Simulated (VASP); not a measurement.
Write the native input for VASP 6.6.1 that does the following.

| Property | Result |
| --- | --- |
| Task | single point |
| Functional | PBE |
| Potentials or basis | VASP PAW PBE potentials, release 64 (Be) |
| Cutoff | 520 eV |
| k mesh | 34 × 34 × 34 |
| Occupations | gaussian, width 0.1 eV |
| Spin | no spin polarisation |
| Dipole correction | no |
| k mesh for the DOS | 51 × 51 × 51 |
| Occupations for the DOS | tetrahedron |
| Further INCAR settings | ALGO = Fast; EDIFF = 1e-07 |

Be:

```
Be
1.0
    -1.11656    1.11656    1.57803
     1.11656   -1.11656    1.57803
     1.11656    1.11656   -1.57803
Be
1
Direct
  0.50000 0.50000 0.00000
```

This isn't the form of Be at room conditions, which is hcp.

The input as run:

POSCAR

```
Be
1.0
   -1.1165551103      1.1165551103      1.5780297674
    1.1165551103     -1.1165551103      1.5780297674
    1.1165551103      1.1165551103     -1.5780297674
Be
1
Direct
    0.5000000000      0.5000000000      0.0000000000
```

INCAR.step1

```
SYSTEM = Be
  PREC = Accurate
  ENCUT = 520
  EDIFF = 1E-7
  ISMEAR = 0
  SIGMA = 0.1
  LREAL = .FALSE.
  LASPH = .TRUE.
  NELM = 100
  ALGO = Fast
  ISIF = 2
  LWAVE = .FALSE.
  LCHARG = .TRUE.
  GGA = PE
  NBANDS = 7
```

KPOINTS.step1

```
Automatic mesh
0
G
  34 34 34
  0 0 0
```

INCAR.step2

```
SYSTEM = Be
  PREC = Accurate
  ENCUT = 520
  EDIFF = 1E-7
  ISMEAR = -5
  SIGMA = 0.1
  LREAL = .FALSE.
  LASPH = .TRUE.
  NELM = 100
  ALGO = Fast
  ISIF = 2
  LWAVE = .FALSE.
  LCHARG = .FALSE.
  GGA = PE
  LORBIT = 11
  NEDOS = 2001
  ICHARG = 11
```

KPOINTS.step2

```
Automatic mesh
0
G
  51 51 51
  0 0 0
```

Potentials or basis: VASP PAW PBE potentials, release 64 (Be).

Launch:

```bash
$ cat potpaw_PBE.64/Be/POTCAR > POTCAR
$ cp INCAR.step1 INCAR
$ cp KPOINTS.step1 KPOINTS
$ mpirun -np 1 vasp_std > vasp.out
$ cp INCAR.step2 INCAR
$ cp KPOINTS.step2 KPOINTS
$ mpirun -np 1 vasp_std > vasp.out
```

It gave:

The valence electrons inside the program's atomic spheres are Be 1.18.

Run time: 3.9 min on 1 thread of Intel(R) Xeon(R) 6975P-C (Granite Rapids), on a shared host, peak memory 0.62 GiB.
